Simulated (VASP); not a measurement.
Nb, 2 atoms in the cell. Symmetry: P6_3/mmc, No. 194, hexagonal system. The conventional cell has a = 2.806 Å, b = 2.806 Å, c = 5.143 Å, α = 90.00°, β = 90.00°, γ = 120.00°. Nb (site symmetry -6m2) has 12 Nb at 2.81 to 3.04 Å within 3.7 Å. This isn't the form of Nb at room conditions, which is bcc.

- Program: VASP 6.6.1
- Task: single point
- Functional: LDA
- Potentials or basis: VASP PAW LDA potentials, release 64 (Nb_sv)
- Cutoff: 520 eV
- k mesh: 15 × 15 × 8
- Occupations: fermi-dirac, width 0.05 eV
- Spin: no spin polarisation
- Dipole correction: no
- Further INCAR settings: ALGO = Normal; EDIFF = 1e-06; NBANDS = 20

Potentials or basis: VASP PAW LDA potentials, release 64 (Nb_sv).

Run with:

```bash
$ cat potpaw_LDA.64/Nb_sv/POTCAR > POTCAR
$ mpirun -np 1 vasp_std > vasp.out
```

Hardware: 1 thread of Intel Xeon 8259CL (shared host).

Problem. Estimate the wall time of this run.

Solution. Run time: 100 s on 1 thread of Intel Xeon 8259CL (shared host), peak memory 0.17 GiB. Counts: scf iterations 12, k points 135.
